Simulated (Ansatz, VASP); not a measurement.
Two plane-wave programs on BeTe

```xyz
2
Lattice="0.0000 2.7838 2.7838 2.7838 0.0000 2.7838 2.7838 2.7838 0.0000" Properties=species:S:1:pos:R:3 pbc="T T T"
Be    0.0000    0.0000    0.0000
Te    4.1756    4.1756    4.1756
```

Alike in both runs: task single point; functional PBEsol; k mesh 8 × 8 × 8; occupations gaussian, width 0.05 eV; no spin polarisation.

|  | VASP | Ansatz |
| --- | --- | --- |
| version | VASP 6.6.1 | Ansatz 0.2.0 |
| potentials or method | VASP PAW PBE potentials, release 64 (Be, Te), cutoff 600 eV | scalar-relativistic, plane waves, PAW |
| valence electrons in the cell | 8 | 18 |

```tsv
	VASP	Ansatz	Ansatz less VASP
gap on the k mesh at the Fermi level (eV)	1.77	1.79	+0.019
least direct gap on the mesh (eV)	3.57	3.59	+0.022
pressure (GPa)	1.5	1.3	-0.28
```

VASP's potentials were made for PBE, not for PBEsol. VASP's potentials hold 8 valence electrons a cell and Ansatz's 18, so a difference there can come from the potentials and not from the codes.

Spin-orbit coupling is off throughout.
